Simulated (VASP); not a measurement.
Input of a VASP 6.6.1 run:

The input INCAR:

```
SYSTEM = Sn3Te
PREC     = Accurate       ! precision mode
ENCUT    = 520            ! plane-wave cutoff, eV
EDIFF    = 1E-6           ! SCF threshold, eV
ISMEAR   = 0              ! smearing method
SIGMA    = 0.1            ! smearing width, eV
LREAL    = .FALSE.        ! projectors in reciprocal space
LASPH    = .TRUE.         ! aspherical terms in the spheres
NELM     = 100            ! most SCF steps
ALGO     = Normal         ! electronic algorithm
ISIF     = 2              ! what is computed and relaxed
LWAVE    = .FALSE.        ! write WAVECAR
LCHARG   = .FALSE.        ! write CHGCAR
GGA      = PE             ! functional
NBANDS   = 32             ! bands
```

The input KPOINTS:

```
regular mesh
0
G
  4 4 4
  0 0 0
```

File POSCAR:

```
Sn3Te
1.0
   -3.1334954809      3.1334954809      3.1334954809
    3.1334954809     -3.1334954809      3.1334954809
    3.1334954809      3.1334954809     -3.1334954809
Sn Te
3 1
Direct
    0.0000000000      0.5000000000      0.5000000000
    0.5000000000      0.0000000000      0.5000000000
    0.5000000000      0.5000000000      0.0000000000
    0.0000000000      0.0000000000      0.0000000000
```

Potentials or basis: VASP PAW PBE potentials, release 64 (Sn_d, Te).

The run is started by

```console
$ cat potpaw_PBE.64/Sn_d/POTCAR potpaw_PBE.64/Te/POTCAR > POTCAR
$ mpirun -np 1 vasp_std > vasp.out
```

Task: Predict the band gap on the k mesh.

Result: Zero (band 24 reaches 7.42 eV, above the bottom of band 25 at 4.65 eV).

Task: Predict the pressure.

Result: -0.1 GPa.

Caveat: spin-orbit coupling is left out, which moves the levels of the heavy elements.
